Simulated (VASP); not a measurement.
Set up this calculation in VASP 6.6.1, as the native input.

```
Task                   : single point
Functional             : PBEsol
Potentials or basis    : VASP PAW PBE potentials, release 64 (Ba_sv, Te)
Cutoff                 : 520 eV
k mesh                 : 10 × 10 × 10
Occupations            : fermi-dirac, width 0.05 eV
Spin                   : no spin polarisation
Dipole correction      : no
Further INCAR settings : ALGO = Normal; EDIFF = 1e-07; NBANDS = 15
```

The structure of BaTe lies in POSCAR:

```
BaTe
1.0
    0.0000000000      3.4213289869      3.4213289869
    3.4213289869      0.0000000000      3.4213289869
    3.4213289869      3.4213289869      0.0000000000
Ba Te
1 1
Direct
    0.0000000000      0.0000000000      0.0000000000
    0.5000000000      0.5000000000      0.5000000000
```

These files were run (other wordings do the same):

INCAR

```
ALGO = Normal ; EDIFF = 1E-7
ENCUT = 520 ; GGA = PS
ISIF = 2 ; ISMEAR = -1
LASPH = T ; LCHARG = F
LREAL = F ; LWAVE = F
NBANDS = 15 ; NELM = 100
PREC = Accurate ; SIGMA = 0.05
```

KPOINTS

```
k-points
0
Gamma
  10 10 10
```

Potentials or basis: VASP PAW PBE potentials, release 64 (Ba_sv, Te).

Run with:

```console
$ cat potpaw_PBE.64/Ba_sv/POTCAR potpaw_PBE.64/Te/POTCAR > POTCAR
$ mpirun -np 1 vasp_std > vasp.out
```

It gave:

```json
{
 "Pressure": "2.0 GPa",
 "Band gap on the k mesh": "1.26 eV (least direct gap 1.65 eV)"
}
```

Caveat: the PAW data sets were made with another functional, which shifts forces and pressure a little; spin-orbit coupling is left out, which moves the levels of the heavy elements.

Wall time 34 s on 1 thread of Intel(R) Xeon(R) Platinum 8488C (Sapphire Rapids), on a shared host, peak memory 0.23 GiB.
